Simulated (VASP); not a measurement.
# CdS (Greenockite) (P6_3mc) in VASP: relaxation of cell and atoms with r2SCAN

Aim: the relaxation of cell and atoms of CdS (Greenockite) with r2SCAN.

Program: VASP 6.6.1. These are calculated values, not measurements. Logs are shortened: lines on timing, memory, paths and dates and some standing lists are left out, and cuts for length are marked.

### Step 1. The cell of the first run

The structure is hexagonal, space group P6_3mc (No. 186). The conventional cell has a = 4.150 Å, b = 4.150 Å, c = 6.737 Å, α = 90.00°, β = 90.00°, γ = 120.00°. Cd (site symmetry 3m) has 4 S at 2.53 to 2.54 Å within 3.3 Å. Within 3.3 Å of S (site symmetry 3m) lie 4 Cd at 2.53 to 2.54 Å.

### Step 2. Relaxation of cell and atoms, r2SCAN

File POSCAR:

```
CdS
1.0
    4.1500000000      0.0000000000      0.0000000000
   -2.0750000000      3.5940054257      0.0000000000
    0.0000000000      0.0000000000      6.7370000000
Cd S
2 2
Direct
    0.3333333333      0.6666666667      0.0000000000
    0.6666666667      0.3333333333      0.5000000000
    0.3333333333      0.6666666667      0.3750000000
    0.6666666667      0.3333333333      0.8750000000
```

File INCAR.step1:

```
SYSTEM = CdS
ALGO = Normal ; EDIFF = 1E-4
ENCUT = 600 ; GGA = PE
ISMEAR = 0 ; LASPH = .TRUE.
LCHARG = .FALSE. ; LREAL = .FALSE.
LWAVE = .TRUE. ; NELM = 100
PREC = Accurate ; SIGMA = 0.02
```

File INCAR.step2:

```
SYSTEM = CdS
ALGO = Normal ; EDIFF = 1E-6
EDIFFG = -0.005 ; ENCUT = 600
IBRION = 2 ; ISIF = 3
ISMEAR = 0 ; ISTART = 1
LASPH = .TRUE. ; LCHARG = .FALSE.
LMIXTAU = .TRUE. ; LREAL = .FALSE.
LWAVE = .FALSE. ; METAGGA = R2SCAN
NELM = 100 ; NSW = 100
PREC = Accurate ; SIGMA = 0.02
```

File KPOINTS:

```
k-points
0
G
  9 9 4
  0 0 0
```

Potentials or basis: VASP PAW PBE potentials, release 64 (Cd, S).

Launch:

```console
> cat potpaw_PBE.64/Cd/POTCAR potpaw_PBE.64/S/POTCAR > POTCAR
> cp INCAR.step1 INCAR
> mpirun -np 1 vasp_std > vasp.out
> cp INCAR.step2 INCAR
> mpirun -np 1 vasp_std > vasp.out
```

OUTCAR:

```text
SYSTEM = CdS
   EDIFF = 1E-6
   EDIFFG = -0.005
   ENCUT = 600
   IBRION = 2
   ISIF = 3
   ISMEAR = 0
   ISTART = 1
   LASPH = .TRUE.
   LREAL = .FALSE.
   METAGGA = R2SCAN
   NELM = 100
   NSW = 100
   PREC = Accurate

 ion  position               nearest neighbor table
   1  0.333  0.667  0.000-   3 2.53   4 2.54   4 2.54   4 2.54
   2  0.667  0.333  0.500-   4 2.53   3 2.54   3 2.54   3 2.54
   3  0.333  0.667  0.375-   1 2.53   2 2.54   2 2.54   2 2.54
   4  0.667  0.333  0.875-   2 2.53   1 2.54   1 2.54   1 2.54

  LATTYP: Found a hexagonal cell.
 ALAT       =     4.1500000000
 C/A-ratio  =     1.6233734940

  Lattice vectors:

 A1 = (   4.1500000000,   0.0000000000,   0.0000000000)
 A2 = (  -2.0750000000,   3.5940054257,   0.0000000000)
 A3 = (   0.0000000000,   0.0000000000,   6.7370000000)

Analysis of symmetry for initial positions (statically):
=====================================================================
 Subroutine PRICEL returns:
 Original cell was already a primitive cell.

 Routine SETGRP: Setting up the symmetry group for a
 hexagonal supercell.

 Subroutine GETGRP returns: Found 12 space group operations
 (whereof  6 operations were pure point group operations)
 out of a pool of 24 trial point group operations.

The static configuration has the point symmetry C_3v.
 The point group associated with its full space group is C_6v.

Analysis of symmetry for dynamics (positions and initial velocities):
=====================================================================
 Subroutine PRICEL returns:
 Original cell was already a primitive cell.

 Routine SETGRP: Setting up the symmetry group for a
 hexagonal supercell.

 Subroutine GETGRP returns: Found 12 space group operations
 (whereof  6 operations were pure point group operations)
 out of a pool of 24 trial point group operations.

The dynamic configuration has the point symmetry C_3v.
 The point group associated with its full space group is C_6v.

 Subroutine INISYM returns: Found 12 space group operations
 (whereof  6 operations are pure point group operations),
 and found     1 'primitive' translations

----------------------------------------------------------------------------------------

                                     Primitive cell

  volume of cell :     100.4832

  direct lattice vectors                    reciprocal lattice vectors
     4.150000000  0.000000000  0.000000000     0.240963855  0.139120547  0.000000000
    -2.075000000  3.594005426  0.000000000     0.000000000  0.278241094  0.000000000
     0.000000000  0.000000000  6.737000000     0.000000000  0.000000000  0.148434021

  length of vectors
     4.150000000  4.150000000  6.737000000     0.278241094  0.278241094  0.148434021

  position of ions in fractional coordinates (direct lattice)
     0.333333333  0.666666667  0.000000000
     0.666666667  0.333333333  0.500000000
     0.333333333  0.666666667  0.375000000
     0.666666667  0.333333333  0.875000000

  ion indices of the primitive-cell ions
   primitive index   ion index
                 1           1
                 2           2
                 3           3
                 4           4

----------------------------------------------------------------------------------------

 KPOINTS: k-points

Automatic generation of k-mesh.
 Grid dimensions read from file:
 generate k-points for:    9    9    4

 Generating k-lattice:

  Cartesian coordinates                     Fractional coordinates (reciprocal lattice)
     0.026773762  0.015457839  0.000000000     0.111111111  0.000000000  0.000000000
     0.000000000  0.030915677  0.000000000     0.000000000  0.111111111  0.000000000
     0.000000000  0.000000000  0.037108505     0.000000000  0.000000000  0.250000000

  Length of vectors
     0.030915677  0.030915677  0.037108505

  Shift w.r.t. Gamma in fractional coordinates (k-lattice)
     0.000000000  0.000000000  0.000000000

 Subroutine IBZKPT returns following result:
 ===========================================

 Found     36 irreducible k-points:

 Following reciprocal coordinates:
            Coordinates               Weight
  0.000000  0.000000  0.000000      1.000000
  0.111111 -0.000000  0.000000      6.000000
  0.222222 -0.000000  0.000000      6.000000
  0.333333 -0.000000  0.000000      6.000000
  0.444444 -0.000000  0.000000      6.000000
  0.111111  0.111111  0.000000      6.000000
[... 16 lines left out ...]
  0.333333  0.222222  0.250000     24.000000
  0.333333  0.333333  0.250000      4.000000
 [... further k-points ...]
   k-points           NKPTS =     36   k-points in BZ     NKDIM =     36   number of bands    NBANDS=     22
   number of dos      NEDOS =    301   number of ions     NIONS =      4
   total plane-waves  NPLWV =  69984
   dimension x,y,z NGX =    36 NGY =   36 NGZ =   54
   dimension x,y,z NGXF=    72 NGYF=   72 NGZF=  108
   ions per type =               2   2
   NGX,Y,Z   is equivalent  to a cutoff of  14.42, 14.42, 13.33 a.u.
   NGXF,Y,Z  is equivalent  to a cutoff of  28.84, 28.84, 26.65 a.u.
 SYSTEM =  CdS
   PREC   = accura    normal or accurate (medium, high low for compatibility)
   ISTART =      1    job   : 0-new  1-cont  2-samecut
   ICHARG =      0    charge: 1-file 2-atom 10-const
   ISPIN  =      1    spin polarized calculation?
   LNONCOLLINEAR =      F non collinear calculations
   LSORBIT =      F    spin-orbit coupling
   LASPH  =      T    aspherical Exc in radial PAW
   ENCUT  =  600.0 eV  44.10 Ry    6.64 a.u.   8.29  8.29 13.46*2*pi/ulx,y,z
   NELM   =    100;   NELMIN=  2; NELMDL=  0     # of ELM steps
   EDIFF  = 0.1E-05   stopping-criterion for ELM
   LREAL  =      F    real-space projection
   EDIFFG = -.5E-02   stopping-criterion for IOM
   NSW    =    100    number of steps for IOM
   IBRION =      2    ionic relax: 0-MD 1-quasi-New 2-CG
   NFREE  =      1    steps in history (QN), initial steepest desc. (CG)
   ISIF   =      3    stress and relaxation
   ISYM   =      2    0-nonsym 1-usesym 2-fastsym
   POTIM  = 0.5000    time-step for ionic-motion
   TEBEG  =    0.0;   TEEND  =   0.0 temperature during run
   PSTRESS=    0.0 pullay stress
   NELECT =      36.0000    total number of electrons
   NUPDOWN=      -1.0000    fix difference up-down
   EMIN   =  10.00;   EMAX   =-10.00  energy-range for DOS
   EFERMI =   0.00;   METHOD = LEGACY
   ISMEAR =     0;   SIGMA  =   0.02  broadening in eV -4-tet -1-fermi 0-gaus
   EFERMI_NEDOS =   21; number of points for ismear=-14 and -15
   IALGO  =     38    algorithm
   IMIX   =      4    mixing-type and parameters
     AMIX     =   0.40;   BMIX     =  1.00
     AMIX_MAG =   1.60;   BMIX_MAG =  1.00
  volume/ion in A,a.u.               =      25.12       169.52
  Fermi-wavevector in a.u.,A,eV,Ry     =   1.162727  2.197236 18.394190  1.351935
  Thomas-Fermi vector in A             =   2.299285
   LORBIT       =      0    0 simple, 1 ext, 2 COOP (PROOUT), +10 PAW based schemes
   METAGGA = R2SCAN    functional components
   LHFCALC =     F    Hartree Fock is set to
   AEXX    =    0.0000 exact exchange contribution
   IVDW    =     0    specifies the selected vdW correction
   LEPSILON=     F    determine dielectric tensor
   LRPA    =     F    only Hartree local field effects (RPA)
 conjugate gradient relaxation of ions
 non-spin polarized calculation
 Gauss-broadening in eV      SIGMA  =   0.02
  energy-cutoff  :      600.00
  volume of cell :      100.48
 maximum number of plane-waves:      3378
 NGX is ok and might be reduce to    36
   NGX = 17   NGY = 17   NGZ = 27

--------------------------------------- Ionic step        1  -------------------------------------------

 number of electron      36.0000008 magnetization

 Free energy of the ion-electron system (eV)
  ---------------------------------------------------
  ext. energy  EPLUGINS =         0.00000000
  ---------------------------------------------------
  free energy    TOTEN  =       -59.37718652 eV

  energy without entropy =      -59.37718652  energy(sigma->0) =      -59.37718652

------------------------ aborting loop because EDIFF is reached ----------------------------------------

  FORCE on cell =-STRESS in cart. coord.  units (eV):
  Direction    XX          YY          ZZ          XY          YZ          ZX
  --------------------------------------------------------------------------------------
  -------------------------------------------------------------------------------------
  Total        0.4987768      0.4987768      0.8873110      0.0000000      0.0000000      0.0000000
  in kB        7.9528615      7.9528615     14.1479360      0.0000000      0.0000000      0.0000000
  external PRESSURE =      10.0178863 kB  Pullay stress =       0.0000000 kB
[... 289 lines left out ...]
  energy  without entropy=      -59.3827729916  energy(sigma->0) =      -59.38277299

--------------------------------------- Ionic step        9  -------------------------------------------

 number of electron      36.0000008 magnetization

 Free energy of the ion-electron system (eV)
  ---------------------------------------------------
  ext. energy  EPLUGINS =         0.00000000
  ---------------------------------------------------
  free energy    TOTEN  =       -59.38281466 eV

  energy without entropy =      -59.38281466  energy(sigma->0) =      -59.38281466

 E-fermi :   0.9268     XC(G=0):  -9.5908

 val. band max:        0.8135916129   @ k =   0.0000   0.0000   0.0000
 cond. band min:       2.4293539265   @ k =   0.0000   0.0000   0.0000
 fundamental gap:      1.6157623136
 Fermi energy:         0.9268473657

 k-point     1 :       0.0000    0.0000    0.0000
  band No.  band energies     occupation
      1     -11.8933      2.00000
      2     -11.4833      2.00000
      3      -7.0366      2.00000
      4      -7.0305      2.00000
      5      -7.0305      2.00000
      6      -6.9449      2.00000
[... 574 lines left out ...]
      6      -6.7490      2.00000
[... 14 lines left out ...]
     21       6.2187      0.00000
     22       8.0367      0.00000

 [... further k-points ...]

------------------------ aborting loop because EDIFF is reached ----------------------------------------

  FORCE on cell =-STRESS in cart. coord.  units (eV):
  Direction    XX          YY          ZZ          XY          YZ          ZX
  --------------------------------------------------------------------------------------
  -------------------------------------------------------------------------------------
  Total        0.0149206      0.0149206      0.0144633      0.0000000      0.0000000      0.0000000
  in kB        0.2343540      0.2343540      0.2271712      0.0000000      0.0000000      0.0000000
  external PRESSURE =       0.2319598 kB  Pullay stress =       0.0000000 kB
[... 19 lines left out ...]
  FREE ENERGIE OF THE ION-ELECTRON SYSTEM (eV)
  ---------------------------------------------------
  free  energy   TOTEN  =       -59.3828146575 eV

  energy  without entropy=      -59.3828146575  energy(sigma->0) =      -59.38281466

 reached required accuracy - stopping structural energy minimisation
```

Run time: 26 min. Hardware: 1 thread of AMD EPYC 7R13 (Zen 3), shared host; peak memory 0.3 GiB.

What came out:

```
Free energy                            : -59.3828 eV
Relaxed volume                         : 25.50 Å³/atom
Relaxed cell                           : a = 4.169 Å, b = 4.169 Å, c = 6.778 Å, α = 90.00°, β = 90.00°, γ = 120.00°
Space group after relaxing (to 0.05 Å) : P6_3mc (No. 186)
Energy gained by relaxing              : 1.4 meV/atom
Ionic steps                            : 9
Pressure after relaxing                : 0.0 GPa
Largest force after relaxing           : 0.003 eV/Å
Band gap on the k mesh                 : 1.62 eV, direct
```

Forces in eV/Å, atoms in the order of the input:
```
Cd   0.000  0.000 -0.003
Cd   0.000  0.000 -0.003
S    0.000  0.000  0.003
S    0.000  0.000  0.003
```

Step by step:
```tsv
step	energy change (eV)	largest force (eV/Å)	pressure (GPa)	volume (Å³)
1	0.0000	0.0720	1.00	100.48
2	-0.0045	0.0017	-0.44	102.78
3	-0.0055	0.0213	-0.01	102.06
4	-0.0055	0.0204	-0.03	102.10
5	-0.0056	0.0080	0.00	102.05
6	-0.0056	0.0038	0.00	102.04
7	-0.0056	0.0034	0.00	102.03
8	-0.0056	0.0036	0.01	102.02
9	-0.0056	0.0031	0.02	102.01
```

Final structure:
```
Cd S
1.0
     4.16865    0.00000    0.00000
    -2.08432    3.61015    0.00000
     0.00000    0.00000    6.77804
Cd S
2 2
Direct
  0.33333 0.66667 0.99916
  0.66667 0.33333 0.49916
  0.33333 0.66667 0.37584
  0.66667 0.33333 0.87584
```

Levels at points of the mesh, in eV from the valence-band top:
```
           k point  band 15  band 16  band 17  band 18  band 19  band 20  band 21  band 22
(0.00, 0.00, 0.00)    -0.74    -0.04     0.00     0.00     1.62     3.22     6.99     6.99
(0.00, 0.00, 0.50)    -0.38    -0.38    -0.38    -0.38     3.26     3.26     6.61     6.61
```

Caveat: the PAW data sets were made with another functional, which shifts forces and pressure a little. Zero-point motion and thermal expansion aren't in these numbers.
